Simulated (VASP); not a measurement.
A run of VASP 6.6.1 is set up as follows.

INCAR

```
SYSTEM = MgI2
PREC     = Accurate       ! precision mode
ENCUT    = 520            ! plane-wave cutoff, eV
EDIFF    = 1E-6           ! SCF threshold, eV
ISMEAR   = 0              ! smearing method
SIGMA    = 0.01           ! smearing width, eV
LREAL    = .FALSE.        ! projectors in reciprocal space
LASPH    = .TRUE.         ! aspherical terms in the spheres
NELM     = 80             ! most SCF steps
ALGO     = Normal         ! electronic algorithm
ISIF     = 2              ! what is computed and relaxed
LWAVE    = .FALSE.        ! write WAVECAR
LCHARG   = .TRUE.         ! write CHGCAR
GGA      = CA             ! functional
LELF     = .TRUE.         ! ELF
LVHAR    = .TRUE.       
NBANDS   = 15             ! bands
```

Contents of KPOINTS:

```
Automatic mesh
0
G
  6 6 4
  0 0 0
```

Contents of POSCAR:

```
MgI2
1.0
    4.1572130815      0.0000000000      0.0000000000
   -2.0786065407      3.6002521375      0.0000000000
    0.0000000000      0.0000000000      6.8733251562
Mg I
1 2
Direct
    0.0000000000      0.0000000000      0.0000000000
    0.3333333333      0.6666666667      0.2426220995
    0.6666666667      0.3333333333      0.7573779005
```

Potentials or basis: VASP PAW LDA potentials, release 64 (Mg, I).

Run with:

```bash
$ cat potpaw_LDA.64/Mg/POTCAR potpaw_LDA.64/I/POTCAR > POTCAR
$ mpirun -np 1 vasp_std > vasp.out
```

Question: What does it give for the pressure?

Answer: -1.6 GPa.

Question: Predict the band gap on the k mesh.

Answer: 3.34 eV, indirect (least direct gap 3.42 eV).

Question: Predict the largest force.

Answer: 0.164 eV/Å.

Stress tensor (GPa, compression positive):
```
-1.71  0.00  0.00
 0.00 -1.71  0.00
 0.00  0.00 -1.43
```

Caveat: spin-orbit coupling is left out, which moves the levels of the heavy elements. LDA gaps usually lie below the measured ones, often by a third to a half.
